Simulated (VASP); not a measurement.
# CuSi16 (a cell with a defect) in VASP: notebook

The runs below take CuSi16 (a cell with a defect) through single point, with PBE+D3(BJ).

Everything below comes from runs of VASP 6.6.1. Logs are shortened: lines on timing, memory, paths and dates and some standing lists are left out, and cuts for length are marked.

## 1. The cell of the first run

The cell holds a defect, 17 atoms: a = 7.679 Å, b = 7.679 Å, c = 7.679 Å, α = 60.00°, β = 60.00°, γ = 60.00°.

## 2. Single point, PBE+D3(BJ)

The input, INCAR:

```
PREC     = Accurate       # precision mode
ENCUT    = 520            # plane-wave cutoff, eV
EDIFF    = 1E-6           # SCF threshold, eV
ISMEAR   = 0              # smearing method
SIGMA    = 0.05           # smearing width, eV
LREAL    = Auto         
LASPH    = T              # aspherical terms in the spheres
NELM     = 100            # most SCF steps
ALGO     = Normal         # electronic algorithm
ISIF     = 2              # what is computed and relaxed
LWAVE    = F              # write WAVECAR
LCHARG   = F              # write CHGCAR
GGA      = PE             # functional
IVDW     = 12             # dispersion correction
NELECT   = 74.0         
NBANDS   = 52             # bands
```

The input, KPOINTS:

```
Automatic mesh
0
Gamma
  2 2 2
```

The input, POSCAR:

```
CuSi16
1.0
    0.0000000000      5.4300000000      5.4300000000
    5.4300000000      0.0000000000      5.4300000000
    5.4300000000      5.4300000000      0.0000000000
Si Cu
16 1
Direct
   -0.0047772560     -0.0120356354      0.0081453959
    0.1287356354      0.1191371087      0.1297409761
    0.0030907919     -0.0030696133      0.5027913444
    0.1214085635      0.1184748619      0.6360347145
   -0.0062680479      0.5081507366      0.0076538674
    0.1149524862      0.6149290976      0.1514397790
   -0.0076071823      0.4923609576      0.5225988950
    0.1218435543      0.6231304788      0.6356908840
    0.4958615101      0.0193451197     -0.0311281768
    0.6121505525      0.1159197974      0.1251993554
    0.4936488029     -0.0025839779      0.4986311234
    0.6306230203      0.1358697974      0.5972904236
    0.4849736648      0.5069325967      0.0022303867
    0.6104457643      0.6487290055      0.1231428177
    0.4940506446      0.5110206262      0.4967843462
    0.6200362799      0.6238014733      0.6309254144
    0.7719007366      0.2896079190      0.1496659300
```

Potentials or basis: VASP PAW PBE potentials, release 64 (Si, Cu).

On the command line:

```bash
$ cat potpaw_PBE.64/Si/POTCAR potpaw_PBE.64/Cu/POTCAR > POTCAR
$ mpirun -np 1 vasp_std > vasp.out
```

OUTCAR:

```text
PREC = Accurate
   ENCUT = 520
   EDIFF = 1E-6
   ISMEAR = 0
   LREAL = Auto
   LASPH = T
   NELM = 100
   ISIF = 2
   GGA = PE
   IVDW = 12
   NELECT = 74.0
 IVDW          = 12

 ion  position               nearest neighbor table
   1  0.995  0.988  0.008-   4 2.33   6 2.34  10 2.40   2 2.42  17 2.48
   2  0.129  0.119  0.130-   9 2.32  17 2.33   3 2.34   1 2.42   5 2.44
   3  0.003  0.997  0.503-   2 2.34   4 2.34  12 2.34   8 2.34
   4  0.121  0.118  0.636-   1 2.33  11 2.34   3 2.34   7 2.35
   5  0.994  0.508  0.008-   8 2.33   6 2.34  14 2.41   2 2.44  17 2.47
   6  0.115  0.615  0.151-  13 2.33   7 2.33   5 2.34   1 2.34
   7  0.992  0.492  0.523-   6 2.33  16 2.34   8 2.34   4 2.35
   8  0.122  0.623  0.636-   5 2.33  15 2.34   7 2.34   3 2.34
   9  0.496  0.019  0.969-   2 2.32  10 2.33  12 2.33  14 2.33
  10  0.612  0.116  0.125-   9 2.33  17 2.33  11 2.34   1 2.40  13 2.45
  11  0.494  0.997  0.499-   4 2.34  10 2.34  16 2.34  12 2.35
  12  0.631  0.136  0.597-   9 2.33   3 2.34  11 2.35  15 2.36  17 2.81
  13  0.485  0.507  0.002-   6 2.33  16 2.33  17 2.42  14 2.44  10 2.45
  14  0.610  0.649  0.123-   9 2.33  17 2.34  15 2.34   5 2.41  13 2.44
  15  0.494  0.511  0.497-   8 2.34  16 2.34  14 2.34  12 2.36
  16  0.620  0.624  0.631-  13 2.33   7 2.34  15 2.34  11 2.34
  17  0.772  0.290  0.150-  10 2.33   2 2.33  14 2.34  13 2.42   5 2.47   1 2.48  12 2.81

  LATTYP: Found a face centered cubic cell.
 ALAT       =    10.8600000000

  Lattice vectors:

 A1 = (   0.0000000000,   5.4300000000,   5.4300000000)
 A2 = (   5.4300000000,   0.0000000000,   5.4300000000)
 A3 = (   5.4300000000,   5.4300000000,   0.0000000000)

Analysis of symmetry for initial positions (statically):
=====================================================================
 Subroutine PRICEL returns:
 Original cell was already a primitive cell.

 Routine SETGRP: Setting up the symmetry group for a
 face centered cubic supercell.

 Subroutine GETGRP returns: Found  1 space group operations
 (whereof  1 operations were pure point group operations)
 out of a pool of 48 trial point group operations.

The static configuration has the point symmetry C_1 .

Analysis of symmetry for dynamics (positions and initial velocities):
=====================================================================
 Subroutine PRICEL returns:
 Original cell was already a primitive cell.

 Routine SETGRP: Setting up the symmetry group for a
 face centered cubic supercell.

 Subroutine GETGRP returns: Found  1 space group operations
 (whereof  1 operations were pure point group operations)
 out of a pool of 48 trial point group operations.

The dynamic configuration has the point symmetry C_1 .

 Subroutine INISYM returns: Found  1 space group operations
 (whereof  1 operations are pure point group operations),
 and found     1 'primitive' translations

----------------------------------------------------------------------------------------

                                     Primitive cell

  volume of cell :     320.2060

  direct lattice vectors                    reciprocal lattice vectors
     0.000000000  5.430000000  5.430000000    -0.092081031  0.092081031  0.092081031
     5.430000000  0.000000000  5.430000000     0.092081031 -0.092081031  0.092081031
     5.430000000  5.430000000  0.000000000     0.092081031  0.092081031 -0.092081031

  length of vectors
     7.679179644  7.679179644  7.679179644     0.159489025  0.159489025  0.159489025

  position of ions in fractional coordinates (direct lattice)
     0.995222744  0.987964365  0.008145396
     0.128735635  0.119137109  0.129740976
     0.003090792  0.996930387  0.502791344
     0.121408563  0.118474862  0.636034714
     0.993731952  0.508150737  0.007653867
     0.114952486  0.614929098  0.151439779
[... 9 lines left out ...]
     0.620036280  0.623801473  0.630925414
     0.771900737  0.289607919  0.149665930

  ion indices of the primitive-cell ions
   primitive index   ion index
                 1           1
                 2           2
                 3           3
                 4           4
                 5           5
                 6           6
[... 9 lines left out ...]
                16          16
                17          17

----------------------------------------------------------------------------------------

 KPOINTS: Automatic mesh

Automatic generation of k-mesh.
 Grid dimensions read from file:
 generate k-points for:    2    2    2

 Generating k-lattice:

  Cartesian coordinates                     Fractional coordinates (reciprocal lattice)
    -0.046040516  0.046040516  0.046040516     0.500000000  0.000000000  0.000000000
     0.046040516 -0.046040516  0.046040516     0.000000000  0.500000000  0.000000000
     0.046040516  0.046040516 -0.046040516     0.000000000  0.000000000  0.500000000

  Length of vectors
     0.079744512  0.079744512  0.079744512

[... 39 lines left out ...]
   NSW    =      0    number of steps for IOM
   IBRION =     -1    ionic relax: 0-MD 1-quasi-New 2-CG
   NFREE  =      0    steps in history (QN), initial steepest desc. (CG)
   ISIF   =      2    stress and relaxation
   ISYM   =      2    0-nonsym 1-usesym 2-fastsym
   POTIM  = 0.5000    time-step for ionic-motion
   TEBEG  =    0.0;   TEEND  =   0.0 temperature during run
   PSTRESS=    0.0 pullay stress
   NELECT =      74.0000    total number of electrons
   NUPDOWN=      -1.0000    fix difference up-down
   EMIN   =  10.00;   EMAX   =-10.00  energy-range for DOS
   EFERMI =   0.00;   METHOD = LEGACY
   ISMEAR =     0;   SIGMA  =   0.05  broadening in eV -4-tet -1-fermi 0-gaus
   EFERMI_NEDOS =   21; number of points for ismear=-14 and -15
   IALGO  =     38    algorithm
   IMIX   =      4    mixing-type and parameters
     AMIX     =   0.40;   BMIX     =  1.00
     AMIX_MAG =   1.60;   BMIX_MAG =  1.00
  volume/ion in A,a.u.               =      18.84       127.11
  Fermi-wavevector in a.u.,A,eV,Ry     =   1.004636  1.898488 13.732283  1.009294
  Thomas-Fermi vector in A             =   2.137265
   LORBIT       =      0    0 simple, 1 ext, 2 COOP (PROOUT), +10 PAW based schemes
   GGA     = PE    functional components
   LHFCALC =     F    Hartree Fock is set to
   AEXX    =    0.0000 exact exchange contribution
   IVDW    =    12    specifies the selected vdW correction
   LEPSILON=     F    determine dielectric tensor
   LRPA    =     F    only Hartree local field effects (RPA)
 non-spin polarized calculation
 Gauss-broadening in eV      SIGMA  =   0.05
  energy-cutoff  :      520.00
  volume of cell :      320.21
 maximum number of plane-waves:      8646
 NGX is ok and might be reduce to    60
   NGX = 29   NGY = 29   NGZ = 29

 number of electron      74.0000002 magnetization

 Free energy of the ion-electron system (eV)
  ---------------------------------------------------
  ext. energy  EPLUGINS =         0.00000000
  ---------------------------------------------------
  free energy    TOTEN  =       -94.20989159 eV

  energy without entropy =      -94.20809256  energy(sigma->0) =      -94.20899208

 E-fermi :   6.4229     XC(G=0):  -9.6088

 val. band max:        6.3644607888   @ k =   0.0000   0.0000   0.0000
 cond. band min:       6.4813418375   @ k =   0.0000   0.0000   0.0000
 fundamental gap:      0.1168810488
 Fermi energy:         6.4229013131

 k-point     1 :       0.0000    0.0000    0.0000
  band No.  band energies     occupation
      1      -5.8964      2.00000
      2      -3.5429      2.00000
      3      -3.5098      2.00000
      4      -3.4924      2.00000
      5      -3.4691      2.00000
      6      -1.9968      2.00000
[... 41 lines left out ...]
     48       8.4518      0.00000
     49       8.5431      0.00000

 k-point     2 :       0.5000    0.0000    0.0000
  band No.  band energies     occupation
      1      -5.1943      2.00000
      2      -4.9709      2.00000
      3      -3.3201      2.00000
      4      -3.2480      2.00000
      5      -3.1487      2.00000
      6      -3.0519      2.00000
[... 304 lines left out ...]
 k-point     8 :       0.5000    0.0000    0.5000
  band No.  band energies     occupation
      1      -4.9362      2.00000
      2      -4.7135      2.00000
      3      -3.8935      2.00000
      4      -3.7753      2.00000
      5      -3.7457      2.00000
      6      -3.7414      2.00000
[... 41 lines left out ...]
     48      10.4648      0.00000
     49      10.4869      0.00000
 [bands above 49 left out]

------------------------ aborting loop because EDIFF is reached ----------------------------------------

 Edisp (eV)   -5.67247

 E8    (eV) :    -2.3530

  FORCE on cell =-STRESS in cart. coord.  units (eV):
  Direction    XX          YY          ZZ          XY          YZ          ZX
  --------------------------------------------------------------------------------------
  -------------------------------------------------------------------------------------
  Total      -7.42219    -6.56487    -7.18925    -0.08924     0.47807    -0.34770
  in kB     -37.13752   -32.84788   -35.97203    -0.44652     2.39204    -1.73975
  external pressure =      -35.32 kB  Pullay stress =        0.00 kB

 VOLUME and BASIS-vectors are now :
 -----------------------------------------------------------------------------
  energy-cutoff  :      520.00
  volume of cell :      320.21
      direct lattice vectors                 reciprocal lattice vectors
     0.000000000  5.430000000  5.430000000    -0.092081031  0.092081031  0.092081031
     5.430000000  0.000000000  5.430000000     0.092081031 -0.092081031  0.092081031
     5.430000000  5.430000000  0.000000000     0.092081031  0.092081031 -0.092081031

 POSITION                                       TOTAL-FORCE (eV/Angst)
 -----------------------------------------------------------------------------------
      5.40888      5.44829     10.76871        -0.005945      0.008769     -0.001089
      1.35141      1.40353      1.34595        -0.028707      0.007751      0.022730
      8.14349      2.74694      5.43011        -0.021591     -0.005445      0.019163
      4.09699      4.11292      1.30257         0.009868     -0.002200     -0.010238
      2.80082      5.43752      8.15522         0.006437      0.002123      0.002065
      4.16138      1.44651      3.96326         0.013543      0.022492     -0.009801
[... 9 lines left out ...]
      6.81317      6.79272      6.75404         0.025957     -0.001543     -0.031088
      2.38526      5.00411      5.76399         0.035556      0.086665     -0.025215
 -----------------------------------------------------------------------------------
    total drift:                                0.003805      0.004424      0.000236

  FREE ENERGIE OF THE ION-ELECTRON SYSTEM (eV)
  ---------------------------------------------------
  free  energy   TOTEN  =       -99.8823631675 eV

  energy  without entropy=      -99.8805641409  energy(sigma->0) =      -99.88146365
```

It took 4 min on 1 thread of Intel Xeon 6975P-C (Granite Rapids), shared host; peak memory 0.48 GiB.

Results:

| Property | Result |
| --- | --- |
| Free energy | -99.8824 eV |
| Largest force | 0.097 eV/Å |
| Dispersion energy per atom | -0.334 eV |

Forces in eV/Å, atoms in the order of the input:
```
Si  -0.006  0.009 -0.001
Si  -0.029  0.008  0.023
Si  -0.022 -0.005  0.019
Si   0.010 -0.002 -0.010
Si   0.006  0.002  0.002
Si   0.014  0.022 -0.010
Si   0.021 -0.015 -0.023
Si   0.009  0.003 -0.011
Si  -0.031  0.005  0.046
Si  -0.010 -0.029  0.004
Si  -0.011 -0.021 -0.005
Si  -0.030 -0.032  0.019
Si   0.015  0.018 -0.013
Si   0.002 -0.028  0.011
Si   0.000 -0.020  0.007
Si   0.026 -0.002 -0.031
Cu   0.036  0.087 -0.025
```

Caveat: the k points lie up to 0.50 Å⁻¹ apart; the cell carries a net charge on a neutralising background, which shifts energy and pressure; the cell is charged against a uniform background, so pressure and absolute levels hang on convention.

## 3. Single point, PBE+D3(BJ)

The input, INCAR:

```
ALGO = Normal
EDIFF = 1E-6
ENCUT = 520
GGA = PE
ISIF = 2
ISMEAR = 0
IVDW = 12
LASPH = True
LCHARG = False
LREAL = Auto
LWAVE = False
NBANDS = 52
NELECT = 74.0
NELM = 80
PREC = Accurate
SIGMA = 0.05
```

The input, KPOINTS:

```
k-points
0
Gamma
  2 2 2
```

The input, POSCAR:

```
CuSi16
1.0
    0.0000000000      5.4300000000      5.4300000000
    5.4300000000      0.0000000000      5.4300000000
    5.4300000000      5.4300000000      0.0000000000
Si Cu
16 1
Direct
   -0.0083396869     -0.0040746777      0.0010069061
    0.0988990792      0.1313491713      0.1356666667
   -0.0040624309     -0.0032559853      0.5100447514
    0.1258616022      0.1220317680      0.6282873849
   -0.0096588398      0.5104409761      0.0012785451
    0.1235791897      0.6216998158      0.1300386740
    0.0060041436      0.4958231123      0.5020630755
    0.1260002762      0.6223393186      0.6285518416
    0.4691127072      0.0183825046     -0.0026965009
    0.6162242173      0.1176665746      0.1199356354
    0.4986825967     -0.0060087477      0.4995918048
    0.6215594843      0.1234508287      0.6292850829
    0.4955003683      0.5050272560     -0.0046508287
    0.6147089319      0.6480494475      0.1180684162
    0.4987720994      0.5079013812      0.4980328729
    0.6346391344      0.6196172192      0.6236755985
    0.6964021179      0.2766892265      0.2526787293
```

Potentials or basis: VASP PAW PBE potentials, release 64 (Si, Cu).

On the command line:

```bash
$ cat potpaw_PBE.64/Si/POTCAR potpaw_PBE.64/Cu/POTCAR > POTCAR
$ mpirun -np 1 vasp_std > vasp.out
```

Wall time 3.8 min (1 thread of Intel Xeon 6975P-C (Granite Rapids), shared host); peak memory 0.48 GiB.

Results (log left out):

- Free energy: -99.8802 eV
- Largest force: 0.070 eV/Å
- Dispersion energy per atom: -0.334 eV

Forces in eV/Å, atoms in the order of the input:
```
Si  -0.008 -0.005  0.009
Si  -0.002 -0.008 -0.005
Si  -0.003  0.008 -0.003
Si  -0.009  0.001  0.007
Si  -0.005 -0.008 -0.001
Si  -0.009 -0.005  0.001
Si  -0.006 -0.006  0.005
Si  -0.012  0.007  0.001
Si   0.021  0.003  0.005
Si  -0.003 -0.006 -0.001
Si  -0.005  0.008 -0.002
Si  -0.005  0.014 -0.011
Si   0.000 -0.004  0.012
Si   0.010 -0.024  0.016
Si  -0.008  0.000  0.004
Si  -0.009 -0.001 -0.003
Cu   0.054  0.027 -0.035
```

Levels at points of the mesh, in eV from the Fermi level:
```tsv
k point	band 34	band 35	band 36	band 37	band 38	band 39	band 40	band 41
(0.00, 0.00, 0.00)	-0.87	-0.61	-0.18	-0.05	0.05	0.55	0.63	0.64
(0.50, 0.00, 0.00)	-0.88	-0.85	-0.67	-0.54	0.55	1.07	1.36	1.37
(0.00, 0.50, 0.00)	-0.91	-0.85	-0.76	-0.73	0.52	1.20	1.35	1.37
(0.00, 0.00, 0.50)	-0.89	-0.82	-0.80	-0.64	0.56	1.14	1.33	1.34
(0.50, 0.50, 0.50)	-0.91	-0.83	-0.77	-0.72	0.53	1.19	1.35	1.37
(0.50, 0.50, 0.00)	-1.48	-1.46	-1.40	-0.98	0.69	1.07	2.04	2.08
(0.00, 0.50, 0.50)	-1.49	-1.44	-1.40	-0.98	0.69	1.07	2.04	2.09
(0.50, 0.00, 0.50)	-1.52	-1.42	-1.39	-0.94	0.67	1.09	2.03	2.10
```

Caveat: the k points lie up to 0.50 Å⁻¹ apart; the cell carries a net charge on a neutralising background, which shifts energy and pressure; the cell is charged against a uniform background, so pressure and absolute levels hang on convention.

## 4. Single point, PBE+D3(BJ)

The input, INCAR:

```
SYSTEM = CuSi16
PREC = Accurate
ENCUT = 520
EDIFF = 1E-6
ISMEAR = 0
SIGMA = 0.05
LREAL = Auto
LASPH = .TRUE.
NELM = 60
ALGO = Normal
ISIF = 2
LWAVE = .FALSE.
LCHARG = .TRUE.
GGA = PE
IVDW = 12
LELF = .TRUE.
LVHAR = .TRUE.
NBANDS = 52
NELECT = 74.0
```

The input, KPOINTS:

```
Automatic mesh
0
G
  2 2 2
  0 0 0
```

The input, POSCAR:

```
CuSi16
1.0
    0.0000000000      5.4300000000      5.4300000000
    5.4300000000      0.0000000000      5.4300000000
    5.4300000000      5.4300000000      0.0000000000
Si Cu
16 1
Direct
   -0.0080037753     -0.0019337937     -0.0035063536
    0.0850848066      0.1392269797      0.1357630755
   -0.0127742173     -0.0002418048      0.5125825046
    0.1274211786      0.1223480663      0.6222134438
   -0.0083402394      0.5129023020     -0.0034035912
    0.1287480663      0.6254340700      0.1194848987
    0.0158960405      0.4949612339      0.4935113260
    0.1272833333      0.6272474217      0.6223437385
    0.4568762431      0.0097607735      0.0233325967
    0.6181431860      0.1219936464      0.1175868324
    0.4994753223     -0.0086981584      0.5075384899
    0.6129732044      0.1170380295      0.6520214549
    0.5012716390      0.5050292818     -0.0119348066
    0.6177965930      0.6418059853      0.1175271639
    0.4993133517      0.5010183241      0.5074759669
    0.6447274401      0.6200683241      0.6140594843
    0.6574000921      0.2778728361      0.2862732044
```

On the command line:

```bash
$ cat potpaw_PBE.64/Si/POTCAR potpaw_PBE.64/Cu/POTCAR > POTCAR
$ mpirun -np 1 vasp_std > vasp.out
```

Run time: 4 min. Hardware: 1 thread of Intel Xeon 6975P-C (Granite Rapids), shared host; peak memory 0.48 GiB.

The run converged. Its results:

| Item | Value |
| --- | --- |
| Free energy | -99.8939 eV |
| Largest force | 0.017 eV/Å |
| Dispersion energy per atom | -0.334 eV |

Forces on the atoms (eV/Å):
```
Si  -0.005 -0.005  0.001
Si   0.000  0.013  0.005
Si  -0.003 -0.001 -0.002
Si   0.005  0.004  0.000
Si  -0.008 -0.003  0.001
Si   0.004  0.004  0.003
Si  -0.001 -0.008 -0.005
Si   0.002  0.001  0.000
Si  -0.008 -0.004  0.001
Si  -0.002 -0.001 -0.005
Si  -0.007 -0.006 -0.012
Si   0.008  0.007 -0.003
Si  -0.006 -0.008 -0.001
Si   0.013 -0.002  0.010
Si   0.006 -0.006  0.000
Si   0.010  0.003  0.000
Cu  -0.009  0.012  0.009
```

Levels at points of the mesh, in eV from the Fermi level:
```csv
k point,band 34,band 35,band 36,band 37,band 38,band 39,band 40,band 41
"(0.00, 0.00, 0.00)",-1.03,-0.63,-0.20,-0.07,0.07,0.38,0.58,0.61
"(0.50, 0.00, 0.00)",-0.91,-0.89,-0.65,-0.52,0.52,1.00,1.34,1.37
"(0.00, 0.50, 0.00)",-0.95,-0.91,-0.85,-0.75,0.55,1.12,1.24,1.31
"(0.00, 0.00, 0.50)",-0.94,-0.89,-0.89,-0.81,0.50,1.14,1.23,1.31
"(0.50, 0.50, 0.50)",-0.95,-0.91,-0.85,-0.75,0.55,1.12,1.24,1.31
"(0.50, 0.50, 0.00)",-1.54,-1.47,-1.44,-1.09,0.65,0.98,1.94,2.06
"(0.00, 0.50, 0.50)",-1.54,-1.47,-1.44,-1.09,0.65,0.98,1.93,2.06
"(0.50, 0.00, 0.50)",-1.51,-1.51,-1.42,-1.13,0.67,0.97,1.95,2.05
```

Caveat: the k points lie up to 0.50 Å⁻¹ apart; the cell carries a net charge on a neutralising background, which shifts energy and pressure; the cell is charged against a uniform background, so pressure and absolute levels hang on convention.
